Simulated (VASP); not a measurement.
# Pb (Im-3m) in VASP: notebook, part 2 of 2

VASP 6.6.1. The steps go on from the part before.

## (4) Single point, pbe exchange, pbesol correlation (31.65 Å³/atom)

This run uses another cell than the first one, of 31.65 Å³/atom.

Contents of INCAR:

```
ALGO = Normal
EDIFF = 1E-6
ENCUT = 500
GGA = LIBXC
GGA_COMPAT = False
ISIF = 2
ISMEAR = 0
LASPH = True
LCHARG = True
LELF = True
LIBXC1 = GGA_X_PBE
LIBXC2 = GGA_C_PBE_SOL
LREAL = False
LVHAR = True
LWAVE = False
NBANDS = 13
NELM = 120
PREC = Accurate
SIGMA = 0.01
```

Contents of KPOINTS:

```
k-points
0
Gamma
  9 9 9
```

Contents of POSCAR:

```
Pb
1.0
   -1.9927702770      1.9927702770      1.9927702770
    1.9927702770     -1.9927702770      1.9927702770
    1.9927702770      1.9927702770     -1.9927702770
Pb
1
Direct
    0.0000000000      0.0000000000      0.0000000000
```

Potentials or basis: VASP PAW PBE potentials, release 64 (Pb_d).

Command:

```console
> cat potpaw_PBE.64/Pb_d/POTCAR > POTCAR
> mpirun -np 1 vasp_std > vasp.out
```

OUTCAR:

```text
EDIFF = 1E-6
   ENCUT = 500
   GGA = LIBXC
   ISIF = 2
   ISMEAR = 0
   LASPH = True
   LREAL = False
   NELM = 120
   PREC = Accurate

 ion  position               nearest neighbor table
   1  0.000  0.000  0.000-

  LATTYP: Found a body centered cubic cell.
 ALAT       =     3.9855405540

  Lattice vectors:

 A1 = (  -1.9927702770,   1.9927702770,   1.9927702770)
 A2 = (   1.9927702770,  -1.9927702770,   1.9927702770)
 A3 = (   1.9927702770,   1.9927702770,  -1.9927702770)

Analysis of symmetry for initial positions (statically):
=====================================================================
 Subroutine PRICEL returns:
 Original cell was already a primitive cell.

 Routine SETGRP: Setting up the symmetry group for a
 body centered cubic supercell.

 Subroutine GETGRP returns: Found 48 space group operations
 (whereof 48 operations were pure point group operations)
 out of a pool of 48 trial point group operations.

The static configuration has the point symmetry O_h .

Analysis of symmetry for dynamics (positions and initial velocities):
=====================================================================
 Subroutine PRICEL returns:
 Original cell was already a primitive cell.

 Routine SETGRP: Setting up the symmetry group for a
 body centered cubic supercell.

 Subroutine GETGRP returns: Found 48 space group operations
 (whereof 48 operations were pure point group operations)
 out of a pool of 48 trial point group operations.

The dynamic configuration has the point symmetry O_h .

 Subroutine INISYM returns: Found 48 space group operations
 (whereof 48 operations are pure point group operations),
 and found     1 'primitive' translations

----------------------------------------------------------------------------------------

                                     Primitive cell

  volume of cell :      31.6542

  direct lattice vectors                    reciprocal lattice vectors
    -1.992770277  1.992770277  1.992770277     0.000000000  0.250906994  0.250906994
     1.992770277 -1.992770277  1.992770277     0.250906994  0.000000000  0.250906994
     1.992770277  1.992770277 -1.992770277     0.250906994  0.250906994  0.000000000

  length of vectors
     3.451579368  3.451579368  3.451579368     0.354836074  0.354836074  0.354836074

  position of ions in fractional coordinates (direct lattice)
     0.000000000  0.000000000  0.000000000

  ion indices of the primitive-cell ions
   primitive index   ion index
                 1           1

----------------------------------------------------------------------------------------

 KPOINTS: k-points

Automatic generation of k-mesh.
 Grid dimensions read from file:
 generate k-points for:    9    9    9

 Generating k-lattice:

  Cartesian coordinates                     Fractional coordinates (reciprocal lattice)
     0.000000000  0.027878555  0.027878555     0.111111111  0.000000000  0.000000000
     0.027878555  0.000000000  0.027878555     0.000000000  0.111111111  0.000000000
     0.027878555  0.027878555  0.000000000     0.000000000  0.000000000  0.111111111

  Length of vectors
     0.039426230  0.039426230  0.039426230

  Shift w.r.t. Gamma in fractional coordinates (k-lattice)
     0.000000000  0.000000000  0.000000000

 Subroutine IBZKPT returns following result:
 ===========================================

 Found     35 irreducible k-points:

 Following reciprocal coordinates:
            Coordinates               Weight
  0.000000  0.000000  0.000000      1.000000
  0.111111  0.000000  0.000000     12.000000
  0.222222  0.000000  0.000000     12.000000
  0.333333  0.000000  0.000000     12.000000
  0.444444  0.000000  0.000000     12.000000
  0.111111  0.111111  0.000000     24.000000
[... 16 lines left out ...]
 -0.333333  0.444444  0.111111     48.000000
 -0.444444 -0.444444  0.111111     24.000000
 [... further k-points ...]
   k-points           NKPTS =     35   k-points in BZ     NKDIM =     35   number of bands    NBANDS=     13
   number of dos      NEDOS =    301   number of ions     NIONS =      1
   total plane-waves  NPLWV =  21952
   dimension x,y,z NGX =    28 NGY =   28 NGZ =   28
   dimension x,y,z NGXF=    56 NGYF=   56 NGZF=   56
   ions per type =               1
   NGX,Y,Z   is equivalent  to a cutoff of  13.49, 13.49, 13.49 a.u.
   NGXF,Y,Z  is equivalent  to a cutoff of  26.97, 26.97, 26.97 a.u.
 SYSTEM =  unknown system
   PREC   = accura    normal or accurate (medium, high low for compatibility)
   ISTART =      0    job   : 0-new  1-cont  2-samecut
   ICHARG =      2    charge: 1-file 2-atom 10-const
   ISPIN  =      1    spin polarized calculation?
   LNONCOLLINEAR =      F non collinear calculations
   LSORBIT =      F    spin-orbit coupling
   LASPH  =      T    aspherical Exc in radial PAW
   ENCUT  =  500.0 eV  36.75 Ry    6.06 a.u.   6.29  6.29  6.29*2*pi/ulx,y,z
   NELM   =    120;   NELMIN=  2; NELMDL= -5     # of ELM steps
   EDIFF  = 0.1E-05   stopping-criterion for ELM
   LREAL  =      F    real-space projection
   EDIFFG = 0.1E-04   stopping-criterion for IOM
   NSW    =      0    number of steps for IOM
   IBRION =     -1    ionic relax: 0-MD 1-quasi-New 2-CG
   NFREE  =      0    steps in history (QN), initial steepest desc. (CG)
   ISIF   =      2    stress and relaxation
   ISYM   =      2    0-nonsym 1-usesym 2-fastsym
   POTIM  = 0.5000    time-step for ionic-motion
   TEBEG  =    0.0;   TEEND  =   0.0 temperature during run
   PSTRESS=    0.0 pullay stress
   NELECT =      14.0000    total number of electrons
   NUPDOWN=      -1.0000    fix difference up-down
   EMIN   =  10.00;   EMAX   =-10.00  energy-range for DOS
   EFERMI =   0.00;   METHOD = LEGACY
   ISMEAR =     0;   SIGMA  =   0.01  broadening in eV -4-tet -1-fermi 0-gaus
   EFERMI_NEDOS =   21; number of points for ismear=-14 and -15
   IALGO  =     38    algorithm
   IMIX   =      4    mixing-type and parameters
     AMIX     =   0.40;   BMIX     =  1.00
     AMIX_MAG =   1.60;   BMIX_MAG =  1.00
  volume/ion in A,a.u.               =      31.65       213.61
  Fermi-wavevector in a.u.,A,eV,Ry     =   1.247308  2.357070 21.167625  1.555777
  Thomas-Fermi vector in A             =   2.381446
   LORBIT       =      0    0 simple, 1 ext, 2 COOP (PROOUT), +10 PAW based schemes
   GGA     = LIBXC    functional components
   LHFCALC =     F    Hartree Fock is set to
   AEXX    =    0.0000 exact exchange contribution
   IVDW    =     0    specifies the selected vdW correction
   LEPSILON=     F    determine dielectric tensor
   LRPA    =     F    only Hartree local field effects (RPA)
 non-spin polarized calculation
 Gauss-broadening in eV      SIGMA  =   0.01
  energy-cutoff  :      500.00
  volume of cell :       31.65
 maximum number of plane-waves:       816
 NGX is ok and might be reduce to    28
   NGX = 13   NGY = 13   NGZ = 13

 number of electron      13.9999998 magnetization

 Free energy of the ion-electron system (eV)
  ---------------------------------------------------
  ext. energy  EPLUGINS =         0.00000000
  ---------------------------------------------------
  free energy    TOTEN  =        -3.43278590 eV

  energy without entropy =       -3.43274443  energy(sigma->0) =       -3.43276517

 E-fermi :   6.8625     XC(G=0):  -9.9771

 val. band max:        6.7297701721   @ k =   0.3333   0.2222   0.0000
 cond. band min:       6.8747811027   @ k =  -0.2222   0.3333   0.1111
 fundamental gap:      0.1450109306
 Fermi energy:         6.8625363863

 k-point     1 :       0.0000    0.0000    0.0000
  band No.  band energies     occupation
      1     -10.3689      2.00000
      2     -10.3689      2.00000
      3     -10.3689      2.00000
      4     -10.1561      2.00000
      5     -10.1561      2.00000
      6      -4.7305      2.00000
      7      13.9459      0.00000
      8      13.9459      0.00000
      9      13.9459      0.00000
     10      17.9117      0.00000
     11      17.9117      0.00000
     12      17.9117      0.00000
     13      18.0880      0.00000
[... 353 lines left out ...]
 k-point    24 :      -0.4444   -0.4444    0.1111
  band No.  band energies     occupation
      1     -10.3646      2.00000
      2     -10.3145      2.00000
      3     -10.2276      2.00000
      4     -10.1723      2.00000
      5     -10.0493      2.00000
      6      -0.7016      2.00000
      7       3.6964      2.00000
      8       7.4430      0.00000
      9      11.1541      0.00000
     10      15.4885      0.00000
     11      16.8846      0.00000
     12      17.7186      0.00000
     13      19.3934      0.00000

 [... further k-points ...]
[... 5 lines left out ...]
  --------------------------------------------------------------------------------------
  -------------------------------------------------------------------------------------
  Total        0.0781026      0.0781026      0.0781026      0.0000000     -0.0000000      0.0000000
  in kB        3.9531599      3.9531599      3.9531599      0.0000000     -0.0000000      0.0000000
  external PRESSURE =       3.9531599 kB  Pullay stress =       0.0000000 kB

 VOLUME and BASIS-vectors are now :
 -----------------------------------------------------------------------------
  energy-cutoff  :      500.00
  volume of cell :       31.65
      direct lattice vectors                 reciprocal lattice vectors
    -1.992770277  1.992770277  1.992770277     0.000000000  0.250906994  0.250906994
     1.992770277 -1.992770277  1.992770277     0.250906994  0.000000000  0.250906994
     1.992770277  1.992770277 -1.992770277     0.250906994  0.250906994  0.000000000

 POSITION                                       TOTAL-FORCE (eV/Angst)
 -----------------------------------------------------------------------------------
      0.00000      0.00000      0.00000         0.000000     -0.000000     -0.000000
 -----------------------------------------------------------------------------------
    total drift:                               -0.000000     -0.000000     -0.000000

  FREE ENERGIE OF THE ION-ELECTRON SYSTEM (eV)
  ---------------------------------------------------
  free  energy   TOTEN  =        -3.4327859021 eV

  energy  without entropy=       -3.4327444298  energy(sigma->0) =       -3.43276517
```

stdout:

```text
POSCAR found type information on POSCAR Pb
 POSCAR found :  1 types and       1 ions
 scaLAPACK will be used
 -----------------------------------------------------------------------------
|                                                                             |
|                                                                             |
|     You enforced a specific xc type in the INCAR file but a different       |
|     I HOPE YOU KNOW WHAT YOU ARE DOING!                                     |
|                                                                             |
 -----------------------------------------------------------------------------

 LDA part: xc-table for (None,None), standard interpolation
 POSCAR, INCAR and KPOINTS ok, starting setup
 FFT: planning ... GRIDC
 FFT: planning ... GRID_SOFT
 FFT: planning ... GRID
 WAVECAR not read
 entering main loop
```

Wall time 8.1 s (1 thread of Intel Xeon 6975P-C (Granite Rapids), shared host); peak memory 0.16 GiB.

What came out:

```
Free energy            : -3.4328 eV
Pressure               : 0.4 GPa
Band gap on the k mesh : zero (bands 7 and 8 overlap by 9.10 eV)
```

Levels at points of the mesh, in eV from the Fermi level:
| k point | band 4 | band 5 | band 6 | band 7 | band 8 | band 9 | band 10 | band 11 |
| --- | --- | --- | --- | --- | --- | --- | --- | --- |
| (0.00, 0.00, 0.00) | -17.02 | -17.02 | -11.59 | 7.08 | 7.08 | 7.08 | 11.05 | 11.05 |

Caveat: the PAW data sets were made with another functional, which shifts forces and pressure a little; spin-orbit coupling is left out, which moves the levels of the heavy elements.

## (5) Summary

| cell | gap on the mesh (eV) | pressure (GPa) |
| --- | --- | --- |
| a = 3.406 Å, angles 109.5°, 1 atom | none | 2.3 |
| a = 3.429 Å, angles 109.5°, 1 atom | none | 1.3 |
| a = 3.452 Å, angles 109.5°, 1 atom | none | 0.4 |

Alike in all rows: task single point; level pbe exchange, pbesol correlation; potentials or basis VASP PAW PBE potentials, release 64 (Pb_d); no spin polarisation; k mesh 9 × 9 × 9; cutoff (eV) 500; smearing gaussian 0.01 eV.

Caveats: the PAW data sets were made with another functional, which shifts forces and pressure a little; spin-orbit coupling is left out, which moves the levels of the heavy elements.

Total energies depend on the potentials used, so only differences within one code and one set of settings carry meaning.
